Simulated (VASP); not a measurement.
Set up this calculation in VASP 6.6.1, as the native input.

```yaml
Task: single point
Functional: PBE
Dispersion: D3(BJ)
Potentials_or_basis: VASP PAW PBE potentials, release 64 (Ba_sv, O)
Cutoff: 600 eV
k_mesh: 5 × 5 × 5
Occupations: gaussian, width 0.01 eV
Spin: no spin polarisation
Dipole_correction: no
Further_INCAR_settings: ALGO = Normal; EDIFF = 1e-06; NBANDS = 15
```

The structure of BaO lies in POSCAR:

```
BaO
1.0
    0.0000000000      2.7861883605      2.7861883605
    2.7861883605      0.0000000000      2.7861883605
    2.7861883605      2.7861883605      0.0000000000
Ba O
1 1
Direct
    0.0000000000      0.0000000000      0.0000000000
    0.5000000000      0.5000000000      0.5000000000
```

These files were run (other wordings do the same):

INCAR

```
SYSTEM = BaO
  ALGO = Normal
  EDIFF = 1E-6
  ENCUT = 600
  GGA = PE
  GGA_COMPAT = .FALSE.
  ISIF = 2
  ISMEAR = 0
  IVDW = 12
  LASPH = .TRUE.
  LCHARG = .FALSE.
  LREAL = .FALSE.
  LWAVE = .FALSE.
  NBANDS = 15
  NELM = 120
  PREC = Accurate
  SIGMA = 0.01
```

KPOINTS

```
k-points
0
G
  5 5 5
  0 0 0
```

Potentials or basis: VASP PAW PBE potentials, release 64 (Ba_sv, O).

Command:

```bash
$ cat potpaw_PBE.64/Ba_sv/POTCAR potpaw_PBE.64/O/POTCAR > POTCAR
$ mpirun -np 1 vasp_std > vasp.out
```

It gave:

- Pressure: -0.1 GPa
- Band gap on the k mesh: 2.29 eV, indirect (least direct gap 2.37 eV)
- Dispersion energy per atom: -0.222 eV

Caveat: spin-orbit coupling is left out, which moves the levels of the heavy elements.

Run time: 12 s on 1 thread of AMD EPYC 7R13 Processor (Zen 3), on a shared host, peak memory 0.15 GiB.
